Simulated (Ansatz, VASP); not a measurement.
AgCl: VASP beside Ansatz

```
CELL_PARAMETERS angstrom
0.00000 2.99500 2.66222
2.99500 0.00000 2.66222
2.99500 2.99500 0.00000
ATOMIC_POSITIONS crystal
Ag 0.50000 0.50000 0.50000
Cl 0.00000 0.00000 0.00000
```

Change from the starting cell: strain +0.080 along x and y, -0.040 along z, atoms carried along.

Alike in both runs: task single point; functional PBE; k mesh 8 × 8 × 8; occupations gaussian, width 0.05 eV; no spin polarisation.

|  | VASP | Ansatz |
| --- | --- | --- |
| version | VASP 6.6.1 | Ansatz 0.2.0 |
| potentials or method | VASP PAW PBE potentials, release 64 (Ag, Cl), cutoff 520 eV | scalar-relativistic, plane waves, PAW |
| valence electrons in the cell | 18 | 26 |

```tsv
	VASP	Ansatz	Ansatz less VASP
gap on the k mesh at the Fermi level (eV)	0.78	0.78	+0.002
least direct gap on the mesh (eV)	2.84	2.83	-0.002
pressure (GPa)	-1.9	-1.8	+0.11
traceless stress, the component that is largest in VASP (GPa)	0.17	0.23	+0.061
```

The functional is the same, so the differences come from potentials, cutoffs and numerics. VASP's potentials hold 18 valence electrons a cell and Ansatz's 26, so a difference there can come from the potentials and not from the codes.
